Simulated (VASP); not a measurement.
SiC:

```xyz
4
Lattice="3.0754 0.0000 0.0000 -1.5377 2.6633 0.0000 0.0000 0.0000 5.0481" Properties=species:S:1:pos:R:3 pbc="T T T"
Si    0.0000    1.7756    2.5220
Si    1.5377    0.8878    5.0460
C     0.0000    1.7756    4.4192
C     1.5377    0.8878    1.8951
```

Program: VASP 6.6.1. Alike in all runs: task single point; potentials or basis VASP PAW PBE potentials, release 64 (Si, C); no spin polarisation; cell as given; cutoff (eV) 520.

Question: Order these runs on this cell by their band gap on the k mesh, lowest first.
A. level HSE06; k mesh 6 × 6 × 4; smearing gaussian 0.01 eV; grid for exact exchange (PRECFOCK) Normal; share of exact exchange 0.25; screening parameter 0.2079 1/Å
B. level PBE; k mesh 12 × 12 × 6; smearing fermi-dirac 0.02 eV
C. level r2SCAN; k mesh 12 × 12 × 6; smearing gaussian 0.01 eV

Answer: B (2.27 eV), C (2.66 eV), A (3.16 eV).

A k mesh can miss the band edges.
